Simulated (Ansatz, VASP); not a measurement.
# BaSO in VASP and in Ansatz

The input INCAR:

```
SYSTEM = BaSO
  PREC = Accurate
  ENCUT = 520
  EDIFF = 1E-6
  ISMEAR = 0
  SIGMA = 0.02
  LREAL = .FALSE.
  LASPH = .TRUE.
  NELM = 80
  ALGO = Normal
  ISIF = 2
  LWAVE = .FALSE.
  LCHARG = .FALSE.
  GGA = PS
  NBANDS = 18
```

File KPOINTS:

```
Automatic mesh
0
G
  10 10 10
  0 0 0
```

POSCAR

```
BaSO
1.0
   -2.1466469446      2.1466469446      3.6269062958
    2.1466469446     -2.1466469446      3.6269062958
    2.1466469446      2.1466469446     -3.6269062958
Ba S O
1 1 1
Direct
   -0.0254693704     -0.0254693704      0.0000000000
    0.3977102255      0.3977102255      0.0000000000
    0.6277591448      0.6277591448      0.0000000000
```

Input for Ansatz:

```yaml
crystal:
  lattice:
    - [-2.1466469446, 2.1466469446, 3.6269062958]
    - [2.1466469446, -2.1466469446, 3.6269062958]
    - [2.1466469446, 2.1466469446, -3.6269062958]
  atoms:
    - { symbol: Ba, position: [-0.0254693704, -0.0254693704, 0.0] }
    - { symbol: S, position: [0.3977102255, 0.3977102255, 0.0] }
    - { symbol: O, position: [0.6277591448, 0.6277591448, 0.0] }
basis:
  ecutwfc: 420
kpoints:
  mp_grid: { grid: [10, 10, 10] }
hamiltonian:
  xc: pbesol
scf:
  occupations: { method: gaussian, width: 0.02 }
output:
  eigenvalues: true
  states_by_energy: {}
checkpoint:
  read: start.run
  write: ck
  compress: false
  write_wavefunctions: false
  write_every: 100000
```

Alike in both runs: task single point; functional PBEsol; k mesh 10 × 10 × 10; occupations gaussian, width 0.02 eV; no spin polarisation.

|  | VASP | Ansatz |
| --- | --- | --- |
| version | VASP 6.6.1 | Ansatz 0.2.0 |
| potentials or method | VASP PAW PBE potentials, release 64 (Ba_sv, S, O), cutoff 520 eV | scalar-relativistic, plane waves, PAW |
| valence electrons in the cell | 22 | 22 |

```csv
,VASP,Ansatz,Ansatz less VASP
gap on the k mesh at the Fermi level (eV),0.82,0.91,+0.087
least direct gap on the mesh (eV),0.82,0.91,+0.087
```

VASP's potentials were made for PBE, not for PBEsol.

Spin-orbit coupling is off throughout.
